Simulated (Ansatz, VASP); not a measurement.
# One calculation of SnSe, two programs

The input INCAR:

```
SYSTEM = SnSe
ALGO     = Normal         ! electronic algorithm
EDIFF    = 1E-7           ! SCF threshold, eV
ENCUT    = 520            ! plane-wave cutoff, eV
GGA      = PS             ! functional
ISIF     = 2              ! what is computed and relaxed
ISMEAR   = -1             ! smearing method
LASPH    = .True.         ! aspherical terms in the spheres
LCHARG   = .False.        ! write CHGCAR
LREAL    = .False.        ! projectors in reciprocal space
LWAVE    = .False.        ! write WAVECAR
NBANDS   = 17             ! bands
NELM     = 100            ! most SCF steps
PREC     = Accurate       ! precision mode
SIGMA    = 0.01           ! smearing width, eV
```

File KPOINTS:

```
k-points
0
Gamma
  7 7 7
  0 0 0
```

The input POSCAR:

```
SnSe
1.0
    0.0000000000      3.0702000000      3.0100000000
    3.0702000000      0.0000000000      3.0100000000
    3.0702000000      3.0702000000      0.0000000000
Sn Se
1 1
Direct
    0.0000000000      0.0000000000      0.0000000000
    0.5000000000      0.5000000000      0.5000000000
```

Input for Ansatz:

```yaml
crystal:
  lattice:
    - [0.0, 3.0702, 3.01]
    - [3.0702, 0.0, 3.01]
    - [3.0702, 3.0702, 0.0]
  atoms:
    - { symbol: Sn, position: [0.0, 0.0, 0.0] }
    - { symbol: Se, position: [0.5, 0.5, 0.5] }
kpoints:
  mp_grid: { grid: [7, 7, 7] }
  band_path:
    path:
      - [0.0, 0.0, 0.0]
      - [0.0, 0.5, 0.5]
      - [0.25, 0.75, 0.5]
      - [0.0, 0.5, 0.0]
      - [0.0, 0.0, 0.0]
      - [0.5, 0.5, 0.0]
      - [0.38005, 0.61995, 0.0]
      - [-0.38005, 0.38005, 0.0]
      - [0.0, 0.0, 0.0]
    npoints: 5
scf:
  occupations: { method: fermi_dirac, width: 0.01 }
hamiltonian:
  xc: pbesol
  pseudopotentials: { kind: all_electron, lapw: { basis_error: 0.0005 } }
output:
  forces: true
  stress: true
  eigenvalues: true
```

Change from the starting cell: equal xx and yy strain of +2 %.

Alike in both runs: task single point; functional PBEsol; k mesh 7 × 7 × 7; occupations fermi-dirac, width 0.01 eV; no spin polarisation.

```csv
,VASP,Ansatz
version,VASP 6.6.1,Ansatz 0.2.0
potentials or method,"VASP PAW PBE potentials, release 64 (Sn_d, Se), cutoff 520 eV","all-electron LAPW, scalar-relativistic"
```

```csv
,VASP,Ansatz,Ansatz less VASP
gap on the k mesh at the Fermi level (eV),0.74,0.74,+0.002
pressure (GPa),-3.6,-3.6,0.00
"traceless stress, the component that is largest in VASP (GPa)",1.30,1.29,-0.009
```

VASP's potentials were made for PBE, not for PBEsol. Ansatz ran all-electron here, and VASP with PAW potentials.
